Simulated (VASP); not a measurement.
Runs of VASP 6.6.1 on GaB12. The structure is that of space group Pm-3m (No. 221), or close to it. The cells are those of the table. 

```tsv
task	cell	k mesh	cutoff (eV)	gap on the mesh (eV)	pressure (GPa)
single point	a = 4.998 Å, 13 atoms	8 × 8 × 8	520	none	0.0
single point	a = 4.708 Å, 13 atoms	4 × 4 × 4	520	none	161.2
single point	a = 4.998 Å, 13 atoms	4 × 4 × 4	520	none	(a)
relaxation of cell and atoms	relaxed from a = 4.998 Å, 13 atoms	8 × 8 × 8	600	none	0.0
```

Alike in all rows: level PBE; potentials or basis VASP PAW PBE potentials, release 64 (Ga_d, B); no spin polarisation; smearing gaussian 0.1 eV.

**Question.** Estimate the missing entries.

**Answer.** (a) 0.4.

Caveats: forces of over 1 eV/Å act on the atoms, so gaps and moduli don't describe the material at rest (some runs).

A k mesh can miss the band edges, and the runs leave out spin-orbit coupling on Ga.

A gap of «none» marks levels without a gap at the run's occupations.
